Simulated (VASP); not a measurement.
A run of VASP 6.6.1:

Contents of INCAR:

```
PREC = Accurate ; ENCUT = 600
EDIFF = 1E-6 ; ISMEAR = 0
SIGMA = 0.02 ; LREAL = F
LASPH = T ; NELM = 60
ALGO = Normal ; ISIF = 3
LWAVE = F ; LCHARG = F
GGA = PE ; IBRION = 2
NSW = 100 ; EDIFFG = -0.005
```

Contents of KPOINTS:

```
Automatic mesh
0
Gamma
  12 12 4
```

Contents of POSCAR:

```
C
1.0
    2.5220988435      0.0000000000      0.0000000000
   -1.2610494217      2.1842016693      0.0000000000
    0.0000000000      0.0000000000      8.2371000000
C
8
Direct
    0.0000000000      0.0000000000      0.0937500000
    0.0000000000      0.0000000000      0.5937500000
    0.0000000000      0.0000000000      0.4062500000
    0.0000000000      0.0000000000      0.9062500000
    0.3333333333      0.6666666667      0.1562500000
    0.6666666667      0.3333333333      0.6562500000
    0.3333333333      0.6666666667      0.3437500000
    0.6666666667      0.3333333333      0.8437500000
```

Potentials or basis: VASP PAW PBE potentials, release 64 (C).

The run is started by

```console
$ cat potpaw_PBE.64/C/POTCAR > POTCAR
$ mpirun -np 1 vasp_std > vasp.out
```

Hardware: 1 thread of Intel Xeon 8259CL, on a shared host.

Q: Estimate the wall time of this run.

A: Run time: 5 min on 1 thread of Intel Xeon 8259CL, with other jobs on the host, peak memory 0.19 GiB. Counts: scf iterations 37, k points 57, ion steps 6.
